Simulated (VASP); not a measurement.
# Al8N7 (a cell with a defect) in VASP: a series of runs

Runs on Al8N7 (a cell with a defect). Level: PBE. Tasks: single point, relaxation of the atoms.

All numbers are computed with VASP 6.6.1; they aren't measurements. Logs are shortened: lines on timing, memory, paths and dates and some standing lists are left out, and cuts for length are marked.

### 1 The cell of the first run

The cell holds a defect, 15 atoms: a = 6.227 Å, b = 6.227 Å, c = 6.227 Å, α = 60.00°, β = 60.00°, γ = 60.00°.

### 2 Single point, PBE, collinear spin

The input, INCAR:

```
SYSTEM = Al8N7
ALGO = Normal ; EDIFF = 1E-6
ENCUT = 520 ; GGA = PE
ISIF = 2 ; ISMEAR = 0
ISPIN = 2 ; LASPH = .True.
LCHARG = .True. ; LELF = .True.
LORBIT = 11 ; LREAL = Auto
LVHAR = .True. ; LWAVE = .False.
MAGMOM = 0.75 0 0 0 0.75 0.75 0.75 0 0 0 0 0 0 0 0 ; NBANDS = 46
NELECT = 57.0 ; NELM = 150
PREC = Accurate ; SIGMA = 0.01
```

The input, KPOINTS:

```
k-points
0
Gamma
  2 2 2
  0 0 0
```

The input, POSCAR:

```
Al8N7
1.0
    0.0000000000      4.4031742015     -4.4031742015
    4.4031742015      4.4031742015      0.0000000000
    4.4031742015      0.0000000000     -4.4031742015
Al N
8 7
Direct
   -0.0102126846     -0.0102126846      0.5306380538
   -0.0055401994      0.5018467331      0.5018467331
    0.5018467331     -0.0055401994      0.5018467331
    0.5018467331      0.5018467331      0.5018467331
   -0.0102126846     -0.0102126846      0.9897873154
   -0.0102126846      0.5306380538      0.9897873154
    0.5306380538     -0.0102126846      0.9897873154
    0.5018467331      0.5018467331      0.9944598006
    0.1267144866      0.6232855134      0.1267144866
    0.6232855134      0.1267144866      0.1267144866
    0.6232855134      0.6232855134      0.1267144866
    0.1267144866      0.1267144866      0.6232855134
    0.1267144866      0.6232855134      0.6232855134
    0.6232855134      0.1267144866      0.6232855134
    0.6250000000      0.6250000000      0.6250000000
```

Potentials or basis: VASP PAW PBE potentials, release 64 (Al, N).

Run with:

```console
> cat potpaw_PBE.64/Al/POTCAR potpaw_PBE.64/N/POTCAR > POTCAR
> mpirun -np 1 vasp_std > vasp.out
```

OUTCAR:

```text
SYSTEM = Al8N7
   EDIFF = 1E-6
   ENCUT = 520
   GGA = PE
   ISIF = 2
   ISMEAR = 0
   ISPIN = 2
   LASPH = .True.
   LORBIT = 11
   LREAL = Auto
   NELECT = 57.0
   NELM = 150
   PREC = Accurate

 ion  position               nearest neighbor table
   1  0.990  0.990  0.531-  12 1.87  13 1.87  14 1.87   5 2.86   6 2.86   7 2.86   3 3.12   2 3.12
                             4 3.12   4 3.12   2 3.12   3 3.12
   2  0.994  0.502  0.502-  15 1.88   9 1.91  12 1.91  13 1.91   4 3.07   8 3.07   3 3.07   6 3.12
                             1 3.12   5 3.12   5 3.12   6 3.12   1 3.12   8 3.16   3 3.16   4 3.16
   3  0.502  0.994  0.502-  15 1.88  12 1.91  10 1.91  14 1.91   4 3.07   8 3.07   2 3.07   7 3.12
                             1 3.12   5 3.12   5 3.12   7 3.12   1 3.12   2 3.16   8 3.16   4 3.16
   4  0.502  0.502  0.502-  15 1.88  13 1.91  14 1.91  11 1.91   3 3.07   8 3.07   2 3.07   6 3.12
                             7 3.12   1 3.12   7 3.12   1 3.12   6 3.12   3 3.16   2 3.16   8 3.16
   5  0.990  0.990  0.990-   9 1.87  10 1.87  12 1.87   1 2.86   6 2.86   7 2.86   3 3.12   8 3.12
                             2 3.12   8 3.12   2 3.12   3 3.12
   6  0.990  0.531  0.990-   9 1.87  11 1.87  13 1.87   1 2.86   5 2.86   7 2.86   8 3.12   2 3.12
                             4 3.12   4 3.12   8 3.12   2 3.12
   7  0.531  0.990  0.990-  10 1.87  11 1.87  14 1.87   1 2.86   5 2.86   6 2.86   8 3.12   3 3.12
                             4 3.12   4 3.12   8 3.12   3 3.12
   8  0.502  0.502  0.994-  15 1.88   9 1.91  10 1.91  11 1.91   3 3.07   4 3.07   2 3.07   7 3.12
                             6 3.12   5 3.12   5 3.12   6 3.12   7 3.12   2 3.16   4 3.16   3 3.16
   9  0.127  0.623  0.127-   6 1.87   5 1.87   2 1.91   8 1.91
  10  0.623  0.127  0.127-   7 1.87   5 1.87   3 1.91   8 1.91
  11  0.623  0.623  0.127-   6 1.87   7 1.87   4 1.91   8 1.91
  12  0.127  0.127  0.623-   1 1.87   5 1.87   3 1.91   2 1.91
  13  0.127  0.623  0.623-   1 1.87   6 1.87   4 1.91   2 1.91
  14  0.623  0.127  0.623-   1 1.87   7 1.87   4 1.91   3 1.91
  15  0.625  0.625  0.625-   2 1.88   3 1.88   8 1.88   4 1.88

  LATTYP: Found a face centered cubic cell.
 ALAT       =     8.8063484030

  Lattice vectors:

 A1 = (   0.0000000000,   4.4031742015,  -4.4031742015)
 A2 = (   4.4031742015,   4.4031742015,   0.0000000000)
 A3 = (   4.4031742015,   0.0000000000,  -4.4031742015)

Analysis of symmetry for initial positions (statically):
=====================================================================
 Subroutine PRICEL returns:
 Original cell was already a primitive cell.

 Routine SETGRP: Setting up the symmetry group for a
 face centered cubic supercell.

 Subroutine GETGRP returns: Found 24 space group operations
 (whereof  6 operations were pure point group operations)
 out of a pool of 48 trial point group operations.

The static configuration has the point symmetry C_3v.
 The point group associated with its full space group is T_d .

Analysis of symmetry for dynamics (positions and initial velocities):
=====================================================================
 Subroutine PRICEL returns:
 Original cell was already a primitive cell.

 Routine SETGRP: Setting up the symmetry group for a
 face centered cubic supercell.

 Subroutine GETGRP returns: Found 24 space group operations
 (whereof  6 operations were pure point group operations)
 out of a pool of 48 trial point group operations.

The dynamic configuration has the point symmetry C_3v.
 The point group associated with its full space group is T_d .

Analysis of structural, dynamic, and magnetic symmetry:
=====================================================================
 Subroutine PRICEL returns:
 Original cell was already a primitive cell.

 Routine SETGRP: Setting up the symmetry group for a
 face centered cubic supercell.

 Subroutine GETGRP returns: Found 24 space group operations
 (whereof  6 operations were pure point group operations)
 out of a pool of 48 trial point group operations.

The overall configuration has the point symmetry C_3v.
 The point group associated with its full space group is T_d .

 Subroutine INISYM returns: Found 24 space group operations
 (whereof  6 operations are pure point group operations),
 and found     1 'primitive' translations

----------------------------------------------------------------------------------------

                                     Primitive cell

  volume of cell :     170.7370

  direct lattice vectors                    reciprocal lattice vectors
     0.000000000  4.403174201 -4.403174201    -0.113554444  0.113554444 -0.113554444
     4.403174201  4.403174201  0.000000000     0.113554444  0.113554444  0.113554444
     4.403174201  0.000000000 -4.403174201     0.113554444 -0.113554444 -0.113554444

  length of vectors
     6.227028673  6.227028673  6.227028673     0.196682067  0.196682067  0.196682067

  position of ions in fractional coordinates (direct lattice)
     0.989787315  0.989787315  0.530638054
     0.994459801  0.501846733  0.501846733
     0.501846733  0.994459801  0.501846733
     0.501846733  0.501846733  0.501846733
     0.989787315  0.989787315  0.989787315
     0.989787315  0.530638054  0.989787315
[... 71 lines left out ...]
   ISPIN  =      2    spin polarized calculation?
   LNONCOLLINEAR =      F non collinear calculations
   LSORBIT =      F    spin-orbit coupling
   LASPH  =      T    aspherical Exc in radial PAW
   ENCUT  =  520.0 eV  38.22 Ry    6.18 a.u.  11.58 11.58 11.58*2*pi/ulx,y,z
   NELM   =    150;   NELMIN=  2; NELMDL= -5     # of ELM steps
   EDIFF  = 0.1E-05   stopping-criterion for ELM
   LREAL  =      T    real-space projection
   EDIFFG = 0.1E-04   stopping-criterion for IOM
   NSW    =      0    number of steps for IOM
   IBRION =     -1    ionic relax: 0-MD 1-quasi-New 2-CG
   NFREE  =      0    steps in history (QN), initial steepest desc. (CG)
   ISIF   =      2    stress and relaxation
   ISYM   =      2    0-nonsym 1-usesym 2-fastsym
   POTIM  = 0.5000    time-step for ionic-motion
   TEBEG  =    0.0;   TEEND  =   0.0 temperature during run
   PSTRESS=    0.0 pullay stress
   NELECT =      57.0000    total number of electrons
   NUPDOWN=      -1.0000    fix difference up-down
   EMIN   =  10.00;   EMAX   =-10.00  energy-range for DOS
   EFERMI =   0.00;   METHOD = LEGACY
   ISMEAR =     0;   SIGMA  =   0.01  broadening in eV -4-tet -1-fermi 0-gaus
   EFERMI_NEDOS =   21; number of points for ismear=-14 and -15
   IALGO  =     38    algorithm
   IMIX   =      4    mixing-type and parameters
     AMIX     =   0.40;   BMIX     =  1.00
     AMIX_MAG =   1.60;   BMIX_MAG =  1.00
  volume/ion in A,a.u.               =      11.38        76.81
  Fermi-wavevector in a.u.,A,eV,Ry     =   1.135683  2.146130 17.548476  1.289777
  Thomas-Fermi vector in A             =   2.272388
   LORBIT       =     11    0 simple, 1 ext, 2 COOP (PROOUT), +10 PAW based schemes
   GGA     = PE    functional components
   LHFCALC =     F    Hartree Fock is set to
   AEXX    =    0.0000 exact exchange contribution
   IVDW    =     0    specifies the selected vdW correction
   LEPSILON=     F    determine dielectric tensor
   LRPA    =     F    only Hartree local field effects (RPA)
 spin polarized calculation
 Gauss-broadening in eV      SIGMA  =   0.01
  energy-cutoff  :      520.00
  volume of cell :      170.74
 maximum number of plane-waves:      4645
 NGX is ok and might be reduce to    48
   NGX = 23   NGY = 23   NGZ = 23

 number of electron      57.0000005 magnetization       0.7499994

 Free energy of the ion-electron system (eV)
  ---------------------------------------------------
  ext. energy  EPLUGINS =         0.00000000
  ---------------------------------------------------
  free energy    TOTEN  =      -119.74417282 eV

  energy without entropy =     -119.74320868  energy(sigma->0) =     -119.74369075

 E-fermi :   6.3558     XC(G=0): -10.3913

 val. band max:        6.3527166022   @ k =   0.5000   0.5000   0.0000
 cond. band min:       6.6238288273   @ k =   0.5000   0.0000   0.0000
 fundamental gap:      0.2711122251
 Fermi energy:         6.3557623041

 spin component 1

 k-point     1 :       0.0000    0.0000    0.0000
  band No.  band energies     occupation
      1      -9.2064      1.00000
      2      -7.5387      1.00000
      3      -7.5387      1.00000
      4      -7.5387      1.00000
      5      -6.9346      1.00000
      6      -6.9346      1.00000
[... 118 lines left out ...]
     39      14.2039      0.00000
     40      14.2039      0.00000
 Fermi energy:         6.3557623041

 spin component 2

 k-point     1 :       0.0000    0.0000    0.0000
  band No.  band energies     occupation
      1      -9.1679      1.00000
      2      -7.4938      1.00000
      3      -7.4938      1.00000
      4      -7.4938      1.00000
      5      -6.8868      1.00000
      6      -6.8868      1.00000
[... 118 lines left out ...]
     39      14.2317      0.00000
     40      14.2317      0.00000
 [bands above 40 left out]

------------------------ aborting loop because EDIFF is reached ----------------------------------------

  FORCE on cell =-STRESS in cart. coord.  units (eV):
  Direction    XX          YY          ZZ          XY          YZ          ZX
  --------------------------------------------------------------------------------------
  -------------------------------------------------------------------------------------
  Total      -16.8880776    -16.8880776    -16.8880776      0.0000000     -0.0000000      0.0000000
  in kB     -158.4758901   -158.4758901   -158.4758901      0.0000000     -0.0000000      0.0000000
  external PRESSURE =    -158.4758901 kB  Pullay stress =       0.0000000 kB

 VOLUME and BASIS-vectors are now :
 -----------------------------------------------------------------------------
  energy-cutoff  :      520.00
  volume of cell :      170.74
      direct lattice vectors                 reciprocal lattice vectors
     0.000000000  4.403174201 -4.403174201    -0.113554444  0.113554444 -0.113554444
     4.403174201  4.403174201  0.000000000     0.113554444  0.113554444  0.113554444
     4.403174201  0.000000000 -4.403174201     0.113554444 -0.113554444 -0.113554444

 POSITION                                       TOTAL-FORCE (eV/Angst)
 -----------------------------------------------------------------------------------
      6.69470      8.71641     -6.69470         0.010584     -0.010584     -0.010584
      4.41944      6.58850     -6.58850        -0.005729      0.005729     -0.005729
      6.58850      6.58850     -4.41944         0.005729      0.005729      0.005729
      4.41944      4.41944     -4.41944        -0.005729     -0.005729      0.005729
      8.71641      8.71641     -8.71641        -0.010584     -0.010584      0.010584
      6.69470      6.69470     -8.71641         0.010584      0.010584      0.010584
      8.71641      6.69470     -6.69470        -0.010584      0.010584     -0.010584
      6.58850      4.41944     -6.58850         0.005729     -0.005729     -0.005729
      3.30238      3.30238     -1.11589         0.000000     -0.000000      0.009179
      1.11589      3.30238     -3.30238        -0.009179     -0.000000     -0.000000
      3.30238      5.48887     -3.30238         0.000000      0.009179     -0.000000
      3.30238      1.11589     -3.30238         0.000000     -0.009179     -0.000000
      5.48887      3.30238     -3.30238         0.009179     -0.000000     -0.000000
      3.30238      3.30238     -5.48887         0.000000     -0.000000     -0.009179
      5.50397      5.50397     -5.50397         0.000000     -0.000000     -0.000000
 -----------------------------------------------------------------------------------
    total drift:                                0.000001      0.000001     -0.000001

  FREE ENERGIE OF THE ION-ELECTRON SYSTEM (eV)
  ---------------------------------------------------
  free  energy   TOTEN  =      -119.7441728233 eV

  energy  without entropy=     -119.7432086838  energy(sigma->0) =     -119.74369075

 total charge

# of ion       s       p       d       tot
------------------------------------------
    1        0.373   0.394   0.000   0.766
    2        0.351   0.416   0.000   0.767
    3        0.351   0.416   0.000   0.767
    4        0.351   0.416   0.000   0.767
    5        0.373   0.394   0.000   0.766
    6        0.373   0.394   0.000   0.766
    7        0.373   0.394   0.000   0.766
    8        0.351   0.416   0.000   0.767
    9        1.224   2.593   0.000   3.817
   10        1.224   2.593   0.000   3.817
   11        1.224   2.593   0.000   3.817
   12        1.224   2.593   0.000   3.817
   13        1.224   2.593   0.000   3.817
   14        1.224   2.593   0.000   3.817
   15        1.217   2.624   0.000   3.842
--------------------------------------------------
tot         11.458  21.419   0.000  32.877

 magnetization (x)

# of ion       s       p       d       tot
------------------------------------------
    1        0.003   0.017   0.000   0.020
    2       -0.000  -0.000   0.000  -0.000
    3       -0.000  -0.000   0.000  -0.000
    4       -0.000  -0.000   0.000  -0.000
    5        0.003   0.017   0.000   0.020
    6        0.003   0.017   0.000   0.020
    7        0.003   0.017   0.000   0.020
    8       -0.000  -0.000   0.000  -0.000
    9        0.001   0.025   0.000   0.027
   10        0.001   0.025   0.000   0.027
   11        0.001   0.025   0.000   0.027
   12        0.001   0.025   0.000   0.027
   13        0.001   0.025   0.000   0.027
   14        0.001   0.025   0.000   0.027
   15       -0.000  -0.001   0.000  -0.001
--------------------------------------------------
tot          0.020   0.220   0.000   0.240
```

Wall time 1.9 min (1 thread of Intel Xeon Platinum 8488C (Sapphire Rapids), shared host); peak memory 0.39 GiB.

What came out:

```yaml
Free_energy: -119.7442 eV
Largest_force: 0.018 eV/Å
Net_moment: 0.75 μB per cell
Site_moments: Al +0.02, -0.00; N +0.03, -0.00 μB
Valence_electrons_inside_the_program's_atomic_spheres: Al 0.77; N 3.82, 3.84
```

Forces on the atoms (eV/Å):
```
Al   0.011 -0.011 -0.011
Al  -0.006  0.006 -0.006
Al   0.006  0.006  0.006
Al  -0.006 -0.006  0.006
Al  -0.011 -0.011  0.011
Al   0.011  0.011  0.011
Al  -0.011  0.011 -0.011
Al   0.006 -0.006 -0.006
N    0.000  0.000  0.009
N   -0.009  0.000  0.000
N    0.000  0.009  0.000
N    0.000 -0.009  0.000
N    0.009  0.000  0.000
N    0.000  0.000 -0.009
N    0.000  0.000  0.000
```

Caveat: the k points lie up to 0.62 Å⁻¹ apart; the cell carries a net charge on a neutralising background, which shifts energy and pressure; the cell is charged against a uniform background, so pressure and absolute levels hang on convention.

(Part 1 of 2 ends here.)
